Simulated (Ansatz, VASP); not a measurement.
One calculation of KPt, two programs

Contents of INCAR:

```
SYSTEM = KPt
  ALGO = Normal
  EDIFF = 1E-6
  EDIFFG = -0.01
  ENCUT = 600
  GGA = PE
  IBRION = 2
  ISIF = 3
  ISMEAR = 0
  LASPH = .True.
  LCHARG = .False.
  LREAL = .False.
  LWAVE = .False.
  NELM = 100
  NSW = 100
  PREC = Accurate
  SIGMA = 0.1
```

Contents of KPOINTS:

```
k-points
0
Gamma
  14 14 14
  0 0 0
```

POSCAR

```
KPt
1.0
    3.7620670092      0.0000000000      0.0000000000
    0.0000000000      3.7620670092      0.0000000000
    0.0000000000      0.0000000000      3.7620670092
K Pt
1 1
Direct
    0.0000000000      0.0000000000      0.0000000000
    0.5000000000      0.5000000000      0.5000000000
```

Input for Ansatz:

```yaml
crystal:
  lattice:
    - [3.7620670092, 0.0, 0.0]
    - [0.0, 3.7620670092, 0.0]
    - [0.0, 0.0, 3.7620670092]
  atoms:
    - { symbol: K, position: [0.0, 0.0, 0.0] }
    - { symbol: Pt, position: [0.5, 0.5, 0.5] }
basis:
  ecutwfc: 420
kpoints:
  mp_grid: { grid: [14, 14, 14] }
hamiltonian:
  xc: pbe
scf:
  occupations: { method: gaussian, width: 0.1 }
output:
  forces: true
  stress: true
  eigenvalues: true
  write_density: true
  write_potential: true
  elf: true
  volumetric_format: npy
relax:
  adjacent_minimum: "off"
  f_tol: 0.01
  max_steps: 80
  cell: { stress_tol: 0.05 }
```

Alike in both runs: task relaxation of cell and atoms; functional PBE; k mesh 14 × 14 × 14; occupations gaussian, width 0.1 eV; no spin polarisation.

|  | VASP | Ansatz |
| --- | --- | --- |
| version | VASP 6.6.1 | Ansatz 0.2.0 |
| potentials or method | VASP PAW PBE potentials, release 64 (K_sv, Pt), cutoff 600 eV | scalar-relativistic, plane waves, PAW |
| valence electrons in the cell | 19 | 27 |

|  | VASP | Ansatz | Ansatz less VASP |
| --- | --- | --- | --- |
| gap on the k mesh at the Fermi level, each at its own relaxed structure (eV) | none | none | - |
| relaxed volume (Å³/atom) | 25.85 | 25.66 | -0.187 |
| relaxed cell length with the largest relative difference (Å) | 3.725 | 3.716 | -0.0090 |

A gap of «none» marks a metal or a gap that the smearing closes. VASP's potentials hold 19 valence electrons a cell and Ansatz's 27, so a difference there can come from the potentials and not from the codes.

Spin-orbit coupling is off throughout.
